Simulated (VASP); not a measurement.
Write the native input for VASP 6.6.1 that does the following.

- Task: single point
- Functional: PBEsol
- Potentials or basis: VASP PAW PBE potentials, release 64 (Mg, W_sv)
- Cutoff: 520 eV
- k mesh: 4 × 4 × 4
- Occupations: gaussian, width 0.1 eV
- Spin: no spin polarisation
- Dipole correction: no
- Further INCAR settings: ALGO = Normal; EDIFF = 1e-07; NBANDS = 24

The structure of MgW lies in POSCAR:

```
MgW
1.0
    4.6800000000      0.0000000000      0.0000000000
    0.0000000000      5.6600000000      0.0000000000
   -0.0283400000      0.0000000000      4.9199200000
Mg W
2 2
Direct
    0.5000000000      0.3200000000      0.7500000000
    0.5000000000      0.6800000000      0.2500000000
    0.0000000000      0.8180000000      0.7500000000
    0.0000000000      0.1820000000      0.2500000000
```

One way to write it, as run:

INCAR

```
SYSTEM = MgW
PREC = Accurate
ENCUT = 520
EDIFF = 1E-7
ISMEAR = 0
SIGMA = 0.1
LREAL = .False.
LASPH = .True.
NELM = 100
ALGO = Normal
ISIF = 2
LWAVE = .False.
LCHARG = .True.
GGA = PS
LELF = .True.
LVHAR = .True.
NBANDS = 24
```

KPOINTS

```
Automatic mesh
0
Gamma
  4 4 4
  0 0 0
```

Potentials or basis: VASP PAW PBE potentials, release 64 (Mg, W_sv).

Run with:

```console
$ cat potpaw_PBE.64/Mg/POTCAR potpaw_PBE.64/W_sv/POTCAR > POTCAR
$ mpirun -np 1 vasp_std > vasp.out
```

It gave:

| Item | Value |
| --- | --- |
| Pressure | -21.8 GPa |
| Largest force | 2.903 eV/Å |
| Band gap on the k mesh | zero (band 16 reaches 2.16 eV, above the bottom of band 17 at 1.63 eV) |

Caveat: the PAW data sets were made with another functional, which shifts forces and pressure a little; spin-orbit coupling is left out, which moves the levels of the heavy elements.

It took 59 s on 1 thread of Intel(R) Xeon(R) Platinum 8488C (Sapphire Rapids), with other jobs on the host, peak memory 0.28 GiB.
